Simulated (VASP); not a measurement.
Write the native input for VASP 6.6.1 that does the following.

```yaml
Task: single point
Functional: PBEsol
Potentials_or_basis: VASP PAW PBE potentials, release 64 (Co, O)
Cutoff: 520 eV
k_mesh: 18 × 18 × 8
Occupations: gaussian, width 0.1 eV
Spin: collinear spin, antiferromagnetic start
Starting_moments: "[2.29, -2.29, -0.17, 0.17] μB"
Dipole_correction: no
Further_INCAR_settings: ALGO = Normal; EDIFF = 1e-07; NBANDS = 27
```

The structure of CoO lies in POSCAR:

```
CoO
1.0
    3.1976457435      0.0000000000      0.0000000000
   -1.5988228718      2.7692424462      0.0000000000
    0.0000000000      0.0000000000      5.2287097100
Co O
2 2
Direct
    0.0000000000      0.0000000000      0.0034741400
    0.3333333300      0.6666666700      0.5033624100
    0.0000000000      0.0000000000      0.3716088500
    0.3333333300      0.6666666700      0.8715556000
```

One way to write it, as run:

INCAR

```
SYSTEM = CoO
  PREC = Accurate
  ENCUT = 520
  EDIFF = 1E-7
  ISMEAR = 0
  SIGMA = 0.1
  LREAL = .False.
  LASPH = .True.
  NELM = 150
  ALGO = Normal
  ISIF = 2
  LWAVE = .False.
  LCHARG = .False.
  ISPIN = 2
  MAGMOM = 2.29 -2.29 -0.17 0.17
  LORBIT = 11
  LMAXMIX = 4
  GGA = PS
  NBANDS = 27
```

KPOINTS

```
regular mesh
0
Gamma
  18 18 8
  0 0 0
```

Potentials or basis: VASP PAW PBE potentials, release 64 (Co, O).

The run is started by

```sh
$ cat potpaw_PBE.64/Co/POTCAR potpaw_PBE.64/O/POTCAR > POTCAR
$ mpirun -np 1 vasp_std > vasp.out
```

It gave:

The pressure is -9.9 GPa. The largest force is 0.109 eV/Å. The band gap on the k mesh is zero (filled and empty bands overlap). The net moment is 0.00 μB per cell, the site moments are Co +2.24, -2.24; O -0.16, +0.16 μB and the valence electrons inside the program's atomic spheres are Co 8.00; O 4.96.

Caveat: the cell stands under tension; the PAW data sets were made with another functional, which shifts forces and pressure a little; semilocal functionals often make such compounds metallic where correlation or magnetic order opens a gap, which also shifts bond lengths.

Run time: 12 min on 1 thread of Oxide Virtual Turin-like Processor, on a shared host, peak memory 0.5 GiB.
